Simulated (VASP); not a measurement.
H7Rh2:

```
H Rh
1.0
     4.01563    0.00000    0.00000
    -2.00782    3.47764    0.00000
     0.00000    0.00000    5.69901
H Rh
7 2
Direct
  0.33333 0.66667 0.22762
  0.33333 0.66667 0.77238
  0.66667 0.33333 0.77238
  0.66667 0.33333 0.22762
  0.00000 0.00000 0.59832
  0.00000 0.00000 0.40168
  0.00000 0.00000 0.00000
  0.33333 0.66667 0.50000
  0.66667 0.33333 0.50000
```

The cell was generated, and may not be a known phase.

| Quantity | Value |
| --- | --- |
| Program | VASP 6.6.1 |
| Task | relaxation of cell and atoms |
| Functional | PBE |
| Potentials or basis | VASP PAW PBE potentials, release 64 (H, Rh_pv) |
| Cutoff | 600 eV |
| k mesh | 6 × 6 × 4 |
| Occupations | gaussian, width 0.1 eV |
| Spin | no spin polarisation |

At the start: pressure 14.6 GPa; volume 8.84 Å³/atom.

Question: Where does the relaxation end?

Answer: Over 38 steps the energy falls by 583.7 meV/atom and the volume is 7.70 Å³/atom (-12.9 %); space group P6/mmm (No. 191, to 0.1 Å) before and after.

The path:
| step | energy change (eV) | largest force (eV/Å) | pressure (GPa) | volume (Å³) |
| --- | --- | --- | --- | --- |
| 1 | 0.0000 | 2.1042 | 14.64 | 79.59 |
| 2 | -0.7824 | 1.6499 | -2.87 | 89.25 |
| 3 | -0.7925 | 1.6413 | -1.50 | 88.11 |
| 4 | -1.0658 | 0.1791 | -0.85 | 89.09 |
| 5 | -1.0703 | 0.2756 | -0.69 | 89.22 |
| 6 | -1.0704 | 0.1925 | -0.72 | 89.20 |
| 7 | -1.0884 | 0.1635 | -0.25 | 88.61 |
| 8 | -1.0901 | 0.2532 | 0.01 | 88.37 |
| 9 | -1.1048 | 0.2633 | -0.34 | 88.08 |
| 10 | -1.1492 | 0.3016 | -1.03 | 87.16 |
| 11 | -1.2553 | 0.5092 | -2.12 | 85.21 |
| 12 | -1.6220 | 1.4085 | -2.60 | 80.84 |
| 13 | -1.5525 | 6.8594 | 13.72 | 70.14 |
| 14 | -1.4317 | 2.6300 | 1.61 | 78.41 |
| 15 | -1.7349 | 4.8130 | 5.63 | 74.46 |
| 16 | -1.7603 | 6.0125 | 9.11 | 72.35 |
| 17 | -1.6571 | 6.5880 | 11.41 | 71.26 |
| 18 | -1.7088 | 6.3640 | 10.50 | 71.68 |
| 19 | -1.8988 | 5.4775 | 9.37 | 71.84 |
| 20 | -2.3569 | 3.4584 | 6.41 | 72.29 |
| 21 | -2.9172 | 1.3584 | 1.69 | 73.20 |
| 22 | -3.3281 | 0.6350 | -4.26 | 74.99 |
| 23 | -3.3595 | 0.7097 | -5.19 | 75.46 |
| 24 | -3.3714 | 1.0988 | -5.95 | 75.96 |
| 25 | -3.4534 | 0.8960 | -6.02 | 75.40 |
| 26 | -3.6321 | 1.1075 | -5.82 | 73.71 |
| 27 | -3.7644 | 1.4597 | -3.54 | 70.38 |
| 28 | -3.8619 | 1.5469 | -2.40 | 69.38 |
| 29 | -4.1191 | 1.7175 | 1.87 | 66.42 |
| 30 | -4.2978 | 1.5685 | 15.07 | 60.72 |
| 31 | -4.4828 | 1.3572 | 15.94 | 60.49 |
| 32 | -4.7272 | 0.2352 | 19.56 | 59.87 |
| 33 | -4.9537 | 0.1445 | 13.89 | 61.94 |
| 34 | -5.2426 | 0.0746 | 2.23 | 67.80 |
| 35 | -5.2522 | 0.1054 | 0.49 | 69.02 |
| 36 | -5.2525 | 0.1116 | 0.11 | 69.28 |
| 37 | -5.2533 | 0.0412 | -0.01 | 69.32 |
| 38 | -5.2534 | 0.0151 | -0.08 | 69.34 |

Final structure:
```xyz
9
Lattice="4.2158 0.0000 0.0000 -2.1079 3.6510 0.0000 0.0000 0.0000 4.5047" Properties=species:S:1:pos:R:3 pbc="T T T"
H     0.0000    2.4340    0.4372
H     0.0000    2.4340    4.0675
H     2.1079    1.2170    4.0675
H     2.1079    1.2170    0.4372
H     0.0000    0.0000    3.5550
H     2.1079    3.6510    0.9497
H     0.0000    0.0000    0.0000
Rh    0.0000    2.4340    2.2523
Rh    2.1079    1.2170    2.2523
```

Caveat: a cell axis changed by over 15 % at a fixed basis, so the end point is rough; an odd number of electrons without spin polarisation forces a metal; a magnetic or distorted state may lie lower.
